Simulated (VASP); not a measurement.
Wanted: the native input for a VASP 6.6.1 run.

```yaml
Task: single point
Functional: LDA
Potentials_or_basis: VASP PAW LDA potentials, release 64 (In_d)
Cutoff: 520 eV
k_mesh: 14 × 14 × 14
Occupations: fermi-dirac, width 0.1 eV
Spin: no spin polarisation
Dipole_correction: no
Further_INCAR_settings: ALGO = Normal; EDIFF = 1e-06; NBANDS = 12
```

The structure of In lies in POSCAR:

```
In
1.0
   -1.7883299053      1.7883299053      1.7883299053
    1.7883299053     -1.7883299053      1.7883299053
    1.7883299053      1.7883299053     -1.7883299053
In
1
Direct
    0.0000000000      0.0000000000      0.0000000000
```

This cell differs from its parent crystal: volume scaled by 0.92.

The input as run:

INCAR

```
SYSTEM = In
  PREC = Accurate
  ENCUT = 520
  EDIFF = 1E-6
  ISMEAR = -1
  SIGMA = 0.1
  LREAL = .False.
  LASPH = .True.
  NELM = 80
  ALGO = Normal
  ISIF = 2
  LWAVE = .False.
  LCHARG = .False.
  NBANDS = 12
```

KPOINTS

```
regular mesh
0
Gamma
  14 14 14
  0 0 0
```

Potentials or basis: VASP PAW LDA potentials, release 64 (In_d).

Run with:

```bash
$ cat potpaw_LDA.64/In_d/POTCAR > POTCAR
$ mpirun -np 1 vasp_std > vasp.out
```

It gave:

* Pressure: 4.9 GPa

It took 24 s on 1 thread of Intel Xeon 6975P-C, with other jobs on the host, peak memory 0.14 GiB.
